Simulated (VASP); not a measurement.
# SiNi (Pnma) in VASP: single point with PBE+U

Aim: the single point of SiNi with PBE+U.

Everything below comes from runs of VASP 6.6.1. Logs are shortened: lines on timing, memory, paths and dates and some standing lists are left out, and cuts for length are marked.

### 1 The cell of the first run

Symmetry: Pnma, No. 62, orthorhombic system. The conventional cell has a = 5.173 Å, b = 3.338 Å, c = 5.605 Å, α = 90.00°, β = 90.00°, γ = 90.00°. Si (site symmetry m) has 6 Ni at 2.28 to 2.40 Å and 2 Si at 2.66 Å within 3.0 Å. Ni (site symmetry m) has 6 Si at 2.28 to 2.40 Å and 4 Ni at 2.68 to 2.69 Å within 3.0 Å.

### 2 Single point, PBE+U, collinear spin, antiferromagnetic start

File INCAR:

```
SYSTEM = SiNi
ALGO = Normal
EDIFF = 1E-7
ENCUT = 520
GGA = PE
ISIF = 2
ISMEAR = 0
ISPIN = 2
KPAR = 4
LASPH = .TRUE.
LCHARG = .TRUE.
LDAU = .TRUE.
LDAUJ = 0 0
LDAUL = -1 2
LDAUPRINT = 1
LDAUTYPE = 2
LDAUU = 0 6
LMAXMIX = 4
LORBIT = 11
LREAL = .FALSE.
LVHAR = .TRUE.
LWAVE = .FALSE.
MAGMOM = 0 0 0 0 1.5 -1.5 -1.5 1.5
NBANDS = 42
NELM = 150
PREC = Accurate
SIGMA = 0.05
```

File KPOINTS:

```
k-points
0
G
  6 9 6
  0 0 0
```

File POSCAR:

```
SiNi
1.0
    5.1731000000      0.0000000000      0.0000000000
    0.0000000000      3.3381000000      0.0000000000
    0.0000000000      0.0000000000      5.6049000000
Si Ni
4 4
Direct
    0.3212800000      0.7500000000      0.0825000000
    0.1787200000      0.2500000000      0.5825000000
    0.8212800000      0.7500000000      0.4175000000
    0.6787200000      0.2500000000      0.9175000000
    0.0077900000      0.2500000000      0.1875200000
    0.4922100000      0.7500000000      0.6875200000
    0.5077900000      0.2500000000      0.3124800000
    0.9922100000      0.7500000000      0.8124800000
```

Potentials or basis: VASP PAW PBE potentials, release 64 (Si, Ni).

On the command line:

```sh
$ cat potpaw_PBE.64/Si/POTCAR potpaw_PBE.64/Ni/POTCAR > POTCAR
$ mpirun -np 4 vasp_std > vasp.out
```

OUTCAR:

```text
SYSTEM = SiNi
   EDIFF = 1E-7
   ENCUT = 520
   GGA = PE
   ISIF = 2
   ISMEAR = 0
   ISPIN = 2
   LASPH = .TRUE.
   LORBIT = 11
   LREAL = .FALSE.
   NELM = 150
   PREC = Accurate

 ion  position               nearest neighbor table
   1  0.321  0.750  0.083-   8 2.28   7 2.32   7 2.32   6 2.38   5 2.40   5 2.40   4 2.66   4 2.66

   2  0.179  0.250  0.583-   7 2.28   8 2.32   8 2.32   5 2.38   6 2.40   6 2.40   3 2.66   3 2.66

   3  0.821  0.750  0.417-   6 2.28   5 2.32   5 2.32   8 2.38   7 2.40   7 2.40   2 2.66   2 2.66

   4  0.679  0.250  0.917-   5 2.28   6 2.32   6 2.32   7 2.38   8 2.40   8 2.40   1 2.66   1 2.66

   5  0.008  0.250  0.188-   4 2.28   3 2.32   3 2.32   2 2.38   1 2.40   1 2.40   7 2.68   7 2.68
                             8 2.69   8 2.69
   6  0.492  0.750  0.688-   3 2.28   4 2.32   4 2.32   1 2.38   2 2.40   2 2.40   8 2.68   8 2.68
                             7 2.69   7 2.69
   7  0.508  0.250  0.312-   2 2.28   1 2.32   1 2.32   4 2.38   3 2.40   3 2.40   5 2.68   5 2.68
                             6 2.69   6 2.69
   8  0.992  0.750  0.812-   1 2.28   2 2.32   2 2.32   3 2.38   4 2.40   4 2.40   6 2.68   6 2.68
                             5 2.69   5 2.69

  LATTYP: Found a simple orthorhombic cell.
 ALAT       =     3.3381000000
 B/A-ratio  =     1.5497139091
 C/A-ratio  =     1.6790689314

  Lattice vectors:

 A1 = (   0.0000000000,  -3.3381000000,   0.0000000000)
 A2 = (   5.1731000000,   0.0000000000,   0.0000000000)
 A3 = (   0.0000000000,   0.0000000000,   5.6049000000)

Analysis of symmetry for initial positions (statically):
=====================================================================
 Subroutine PRICEL returns:
 Original cell was already a primitive cell.

 Routine SETGRP: Setting up the symmetry group for a
 simple orthorhombic supercell.

 Subroutine GETGRP returns: Found  8 space group operations
 (whereof  2 operations were pure point group operations)
 out of a pool of  8 trial point group operations.

The static configuration has the point symmetry S_2 .
 The point group associated with its full space group is D_2h.

Analysis of symmetry for dynamics (positions and initial velocities):
=====================================================================
 Subroutine PRICEL returns:
 Original cell was already a primitive cell.

 Routine SETGRP: Setting up the symmetry group for a
 simple orthorhombic supercell.

 Subroutine GETGRP returns: Found  8 space group operations
[... 306 lines left out ...]
  o =  0.9303  v =  0.0000  0.0000  0.0000  0.0000  0.0000  0.0000 -0.0000  0.5631 -0.4993  0.6585      0.0000  0.0000  0.0000  0.0000  0.0000  0.0000  0.0000  0.0000  0.0000  0.0000

 number of electron      55.9999991 magnetization       0.0000000

 Free energy of the ion-electron system (eV)
  ---------------------------------------------------
  ext. energy  EPLUGINS =         0.00000000
  ---------------------------------------------------
  free energy    TOTEN  =       -33.58302998 eV

  energy without entropy =      -33.57967201  energy(sigma->0) =      -33.58135099

 E-fermi :   9.9017     XC(G=0): -12.1644

 val. band max:        9.8741302390   @ k =   0.0000   0.4444   0.3333
 cond. band min:       9.9117216406   @ k =   0.1667   0.0000   0.1667
 fundamental gap:      0.0375914016
 Fermi energy:         9.9017225130

 spin component 1

 k-point     1 :       0.0000    0.0000    0.0000
  band No.  band energies     occupation
      1      -2.6527      1.00000
      2       0.4290      1.00000
      3       1.7955      1.00000
      4       2.4871      1.00000
      5       3.7484      1.00000
      6       3.8254      1.00000
[... 2057 lines left out ...]
     39      17.1278      0.00000
     40      17.1278      0.00000

 [... further k-points ...]

 [bands above 40 left out]

------------------------ aborting loop because EDIFF is reached ----------------------------------------

  FORCE on cell =-STRESS in cart. coord.  units (eV):
  Direction    XX          YY          ZZ          XY          YZ          ZX
  --------------------------------------------------------------------------------------
  -------------------------------------------------------------------------------------
  Total       -3.6239663     -4.6759450     -4.4958709     -0.0000000      0.0000000      0.0000000
  in kB      -59.9896949    -77.4037312    -74.4228552     -0.0000000      0.0000000      0.0000000
  external PRESSURE =     -70.6054271 kB  Pullay stress =       0.0000000 kB

 VOLUME and BASIS-vectors are now :
 -----------------------------------------------------------------------------
  energy-cutoff  :      520.00
  volume of cell :       96.79
      direct lattice vectors                 reciprocal lattice vectors
     5.173100000  0.000000000  0.000000000     0.193307688  0.000000000  0.000000000
     0.000000000  3.338100000  0.000000000     0.000000000  0.299571613  0.000000000
     0.000000000  0.000000000  5.604900000     0.000000000  0.000000000  0.178415315

 POSITION                                       TOTAL-FORCE (eV/Angst)
 -----------------------------------------------------------------------------------
      1.66201      2.50357      0.46240        -0.184084      0.000000      0.038778
      0.92454      0.83452      3.26485         0.184084      0.000000      0.038778
      4.24856      2.50357      2.34005        -0.184084      0.000000     -0.038778
      3.51109      0.83452      5.14250         0.184084      0.000000     -0.038778
      0.04030      0.83452      1.05103         0.016644     -0.000000      0.073594
      2.54625      2.50357      3.85348        -0.016644      0.000000      0.073594
      2.62685      0.83452      1.75142         0.016644      0.000000     -0.073594
      5.13280      2.50357      4.55387        -0.016644     -0.000000     -0.073594
 -----------------------------------------------------------------------------------
    total drift:                                0.000000      0.000000     -0.000000

  FREE ENERGIE OF THE ION-ELECTRON SYSTEM (eV)
  ---------------------------------------------------
  free  energy   TOTEN  =       -33.5830299789 eV

  energy  without entropy=      -33.5796720055  energy(sigma->0) =      -33.58135099

 total charge

# of ion       s       p       d       tot
------------------------------------------
    1        0.765   0.822   0.000   1.587
    2        0.765   0.822   0.000   1.587
    3        0.765   0.822   0.000   1.587
    4        0.765   0.822   0.000   1.587
    5        0.473   0.586   8.768   9.827
    6        0.473   0.586   8.768   9.827
    7        0.473   0.586   8.768   9.827
    8        0.473   0.586   8.768   9.827
--------------------------------------------------
tot          4.952   5.633  35.072  45.656

 magnetization (x)

# of ion       s       p       d       tot
------------------------------------------
    1       -0.000  -0.000   0.000  -0.000
    2        0.000   0.000   0.000   0.000
    3        0.000   0.000   0.000   0.000
    4       -0.000  -0.000   0.000  -0.000
    5        0.000   0.000  -0.000  -0.000
    6       -0.000  -0.000   0.000   0.000
    7       -0.000  -0.000   0.000   0.000
    8        0.000   0.000  -0.000  -0.000
--------------------------------------------------
tot          0.000   0.000   0.000   0.000
```

Wall time 3.1 min (4 MPI ranks of AMD EPYC 7R13 (Zen 3), shared host); peak memory 0.53 GiB.

What came out:

```
Free energy                                           : -33.5830 eV
Pressure                                              : -7.1 GPa
Largest force                                         : 0.188 eV/Å
Band gap on the k mesh                                : zero (filled and empty bands overlap)
Net moment                                            : 0.00 μB per cell
Valence electrons inside the program's atomic spheres : Si 1.59; Ni 9.83
```

Forces on the atoms (eV/Å):
```
Si  -0.184  0.000  0.039
Si   0.184  0.000  0.039
Si  -0.184  0.000 -0.039
Si   0.184  0.000 -0.039
Ni   0.017  0.000  0.074
Ni  -0.017  0.000  0.074
Ni   0.017  0.000 -0.074
Ni  -0.017  0.000 -0.074
```

Stress tensor (GPa, compression positive):
```
-6.00  0.00  0.00
 0.00 -7.74  0.00
 0.00  0.00 -7.44
```

Levels at points of the mesh, in eV from the Fermi level:
Spin up:
| k point | band 24 | band 25 | band 26 | band 27 | band 28 | band 29 | band 30 | band 31 | band 32 | band 33 |
| --- | --- | --- | --- | --- | --- | --- | --- | --- | --- | --- |
| (0.00, 0.00, 0.00) | -2.51 | -1.94 | -1.54 | -1.14 | -0.57 | 0.59 | 1.08 | 3.55 | 4.25 | 4.44 |
| (0.50, 0.00, 0.00) | -2.48 | -2.44 | -2.44 | 1.07 | 1.07 | 1.45 | 1.45 | 3.94 | 3.94 | 4.65 |
| (0.00, 0.00, 0.50) | -2.54 | -1.68 | -1.68 | -0.32 | -0.32 | 1.30 | 1.30 | 3.35 | 3.35 | 4.61 |
| (0.50, 0.00, 0.50) | -2.65 | -0.78 | -0.78 | 0.72 | 0.72 | 2.51 | 2.51 | 2.88 | 2.88 | 3.30 |
Spin down:
| k point | band 25 | band 26 | band 27 | band 28 | band 29 | band 30 | band 31 | band 32 |
| --- | --- | --- | --- | --- | --- | --- | --- | --- |
| (0.00, 0.00, 0.00) | -1.94 | -1.54 | -1.14 | -0.57 | 0.59 | 1.08 | 3.55 | 4.25 |
| (0.50, 0.00, 0.00) | -2.44 | -2.44 | 1.07 | 1.07 | 1.45 | 1.45 | 3.94 | 3.94 |
| (0.00, 0.00, 0.50) | -1.68 | -1.68 | -0.32 | -0.32 | 1.30 | 1.30 | 3.35 | 3.35 |
| (0.50, 0.00, 0.50) | -0.78 | -0.78 | 0.72 | 0.72 | 2.51 | 2.51 | 2.88 | 2.88 |

Eigenvalues of the final occupation matrices:
| site | spin | trace | eigenvalues |
| --- | --- | --- | --- |
| site 5 d | 1 | 4.40 | 0.82 0.87 0.89 0.90 0.93 |
| site 5 d | 2 | 4.40 | 0.82 0.87 0.89 0.90 0.93 |
| site 6 d | 1 | 4.40 | 0.82 0.87 0.89 0.90 0.93 |
| site 6 d | 2 | 4.40 | 0.82 0.87 0.89 0.90 0.93 |
| site 7 d | 1 | 4.40 | 0.82 0.87 0.89 0.90 0.93 |
| site 7 d | 2 | 4.40 | 0.82 0.87 0.89 0.90 0.93 |
| site 8 d | 1 | 4.40 | 0.82 0.87 0.89 0.90 0.93 |
| site 8 d | 2 | 4.40 | 0.82 0.87 0.89 0.90 0.93 |

Caveat: the cell stands under tension; the moments typed at the start vanished in this run; the U is typed as a test and isn't derived for this compound.

The gap in the log of VASP goes by the Fermi energy; the results here count the filled bands.